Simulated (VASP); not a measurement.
A run of VASP 6.6.1:

File INCAR:

```
SYSTEM = C
  ALGO = Normal
  EDIFF = 1E-6
  EDIFFG = -0.025
  ENCUT = 600
  GGA = PE
  IBRION = 2
  ISIF = 3
  ISMEAR = 0
  LASPH = .TRUE.
  LCHARG = .FALSE.
  LREAL = .FALSE.
  LWAVE = .FALSE.
  NELM = 60
  NSW = 80
  PREC = Accurate
  SIGMA = 0.1
```

KPOINTS

```
k-points
0
G
  4 4 2
  0 0 0
```

File POSCAR:

```
C
1.0
   -0.0378889212      0.0243150562      3.2516861894
    3.4567326009     -0.0331501351     -0.0401211274
   -0.0663002702      6.8100182197      0.0514951305
C
10
Direct
    0.6127078733     -0.0082576377      0.1439496877
    0.5777140894      0.0025653467      0.6287171690
    0.4068497193      0.2727330121      0.0055332020
    0.3645838567      0.2768080270      0.4951990097
    0.3174983873      0.6987622533     -0.0082648219
    0.3728328480      0.7612698388      0.5114210585
    0.6980516438     -0.0022703622      0.3563505299
    0.6235132282      0.0045470795      0.8815417296
   -0.0235246654      0.9725099032     -0.0012929577
    0.0497730192      1.0213325393      0.4868453931
```

Potentials or basis: VASP PAW PBE potentials, release 64 (C).

Command:

```bash
$ cat potpaw_PBE.64/C/POTCAR > POTCAR
$ mpirun -np 1 vasp_std > vasp.out
```

Hardware: 1 thread of Intel(R) Xeon(R) Platinum 8375C CPU @ 2.90GHz (Ice Lake) (shared host).

**Question.** Estimate the wall time of this run.

**Answer.** Run time: 9.8 min on 1 thread of Intel(R) Xeon(R) Platinum 8375C CPU @ 2.90GHz (Ice Lake), with other jobs on the host, peak memory 0.2 GiB. Counts: scf iterations 172, k points 20, ion steps 28.
